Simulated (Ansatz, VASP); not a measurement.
One calculation of BN, two programs

File POSCAR:

```
BN
1.0
    0.0000000000      1.8295403045      1.7563586923
    1.8295403045      0.0000000000      1.7563586923
    1.8295403045      1.8295403045      0.0000000000
B N
1 1
Direct
    0.0000000000      0.0000000000      0.0000000000
    0.7500000000      0.7500000000      0.7500000000
```

INCAR.step1

```
PREC = Accurate
ENCUT = 520
ISMEAR = 0
SIGMA = 0.05
LREAL = F
LASPH = T
NELM = 100
NBANDS = 11
GGA = PE
ALGO = Normal
EDIFF = 1E-4
LWAVE = T
LCHARG = F
```

The input INCAR.step2:

```
PREC = Accurate
ENCUT = 520
EDIFF = 1E-6
ISMEAR = 0
SIGMA = 0.05
LREAL = F
LASPH = T
NELM = 100
ALGO = Normal
ISIF = 2
LWAVE = F
LCHARG = F
METAGGA = R2SCAN
LMIXTAU = T
NBANDS = 11
ISTART = 1
```

Contents of KPOINTS:

```
Automatic mesh
0
Gamma
  12 12 12
```

Input for Ansatz:

```yaml
crystal:
  lattice:
    - [0.0, 1.8295403045, 1.7563586923]
    - [1.8295403045, 0.0, 1.7563586923]
    - [1.8295403045, 1.8295403045, 0.0]
  atoms:
    - { symbol: B, position: [0.0, 0.0, 0.0] }
    - { symbol: "N", position: [0.75, 0.75, 0.75] }
basis:
  ecutwfc: 500
kpoints:
  mp_grid: { grid: [12, 12, 12] }
hamiltonian:
  xc: r2scan
scf:
  occupations: { method: gaussian, width: 0.05 }
output:
  forces: true
  stress: true
  eigenvalues: true
```

Alike in both runs: task single point; functional r2SCAN; k mesh 12 × 12 × 12; occupations gaussian, width 0.05 eV; no spin polarisation.

```csv
,VASP,Ansatz
version,VASP 6.6.1,Ansatz 0.2.0
potentials or method,"VASP PAW PBE potentials, release 64 (B, N), cutoff 520 eV","scalar-relativistic, plane waves, PAW"
valence electrons in the cell,8,8
```

```csv
,VASP,Ansatz,Ansatz less VASP
gap on the k mesh at the Fermi level (eV),4.26,4.28,+0.022
least direct gap on the mesh (eV),9.11,9.15,+0.038
pressure (GPa),1.1,0.0,-1.12
"traceless stress, the component that is largest in VASP (GPa)",16.56,16.61,+0.049
```

VASP's potentials were made for PBE, not for r2SCAN. With one functional, cell and mesh, what is left measures potentials, basis and numerics.
